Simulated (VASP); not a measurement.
MnS:

```
Mn S
1.0
     0.00000    2.60450    2.60450
     2.60450    0.00000    2.60450
     2.60450    2.60450    0.00000
Mn S
1 1
Cartesian
  0.0000 0.0000 0.0000
  2.6045 2.6045 2.6045
```

| Item | Value |
| --- | --- |
| Program | VASP 6.6.1 |
| Task | relaxation of cell and atoms |
| Functional | LDA |
| Potentials or basis | VASP PAW LDA potentials, release 64 (Mn_pv, S) |
| Cutoff | 600 eV |
| k mesh | 9 × 9 × 9 |
| Occupations | fermi-dirac, width 0.05 eV |
| Spin | collinear spin, ferromagnetic start |
| Starting moments | [4.0, 0.0] μB |

At the start: pressure -12.4 GPa; volume 17.67 Å³/atom.

Task: How do energy, volume and symmetry change on relaxing?

Result: Over 6 steps the energy falls by 201.0 meV/atom and the volume is 13.71 Å³/atom (-22.4 %); space group Fm-3m (No. 225, to 0.05 Å); moment 3.51 μB per cell.

Step by step:
```tsv
step	energy change (eV)	largest force (eV/Å)	pressure (GPa)	volume (Å³)
1	0.0000	0.0000	-12.44	35.33
2	-0.3848	0.0000	-3.47	28.77
3	-0.4005	0.0000	-1.36	27.81
4	-0.3834	0.0000	3.02	25.93
5	-0.4015	0.0000	0.83	27.18
6	-0.4021	0.0000	0.05	27.42
```

Final structure:
```xyz
2
Lattice="0.0000 2.3933 2.3933 2.3933 0.0000 2.3933 2.3933 2.3933 0.0000" Properties=species:S:1:pos:R:3 pbc="T T T"
Mn    0.0000    0.0000    0.0000
S     2.3933    2.3933    2.3933
```

Caveat: the volume moved by over 15 % at a fixed basis, so the end points are rough; the volume moved by -22 % from the deposited cell, more than functionals usually miss; a cell with one magnetic atom can't hold antiferromagnetic order, which such compounds often take.
